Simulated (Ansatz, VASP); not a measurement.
## One calculation of BN, two programs

INCAR

```
ALGO     = Normal         # electronic algorithm
EDIFF    = 1E-6           # SCF threshold, eV
ENCUT    = 520            # plane-wave cutoff, eV
GGA      = PE             # functional
ISIF     = 2              # what is computed and relaxed
ISMEAR   = 0              # smearing method
LASPH    = True           # aspherical terms in the spheres
LCHARG   = True           # write CHGCAR
LELF     = True           # ELF
LREAL    = False          # projectors in reciprocal space
LVHAR    = True         
LWAVE    = False          # write WAVECAR
NBANDS   = 11             # bands
NELM     = 100            # most SCF steps
PREC     = Accurate       # precision mode
SIGMA    = 0.02           # smearing width, eV
```

Contents of KPOINTS:

```
k-points
0
Gamma
  12 12 12
```

File POSCAR:

```
BN
1.0
    0.0000000000      3.5044815515      2.1279417534
    1.2609692755     -0.0127149556      2.1484592573
    1.2609692755      3.5171965071     -0.0205175039
B N
1 1
Direct
    0.0068149085      0.0071232816      0.9928767184
    0.6598850815      0.6595767084      0.3404232916
```

Input for Ansatz:

```yaml
crystal:
  lattice:
    - [0.0, 3.5044815515, 2.1279417534]
    - [1.2609692755, -0.0127149556, 2.1484592573]
    - [1.2609692755, 3.5171965071, -0.0205175039]
  atoms:
    - { symbol: B, position: [0.0068149085, 0.0071232816, 0.9928767184] }
    - { symbol: "N", position: [0.6598850815, 0.6595767084, 0.3404232916] }
basis:
  ecutwfc: 420
kpoints:
  mp_grid: { grid: [12, 12, 12] }
hamiltonian:
  xc: pbe
scf:
  occupations: { method: gaussian, width: 0.02 }
output:
  forces: true
  stress: true
  eigenvalues: true
```

Alike in both runs: task single point; functional PBE; k mesh 12 × 12 × 12; occupations gaussian, width 0.02 eV; no spin polarisation.

|  | VASP | Ansatz |
| --- | --- | --- |
| version | VASP 6.6.1 | Ansatz 0.2.0 |
| potentials or method | VASP PAW PBE potentials, release 64 (B, N), cutoff 520 eV | scalar-relativistic, plane waves, PAW |
| valence electrons in the cell | 8 | 8 |

|  | VASP | Ansatz | Ansatz less VASP |
| --- | --- | --- | --- |
| gap on the k mesh at the Fermi level (eV) | 4.36 | 4.37 | +0.008 |
| least direct gap on the mesh (eV) | 4.68 | 4.68 | +0.003 |
| pressure (GPa) | 4.1 | 4.1 | -0.04 |
| traceless stress, the component that is largest in VASP (GPa) | -2.75 | -2.56 | +0.187 |
| rms of the force components (eV/Å) | 1.214 | 1.218 | +0.0044 |

Atom by atom the forces differ by 0.004 eV/Å (rms over components). With one functional, cell and mesh, what is left measures potentials, basis and numerics.
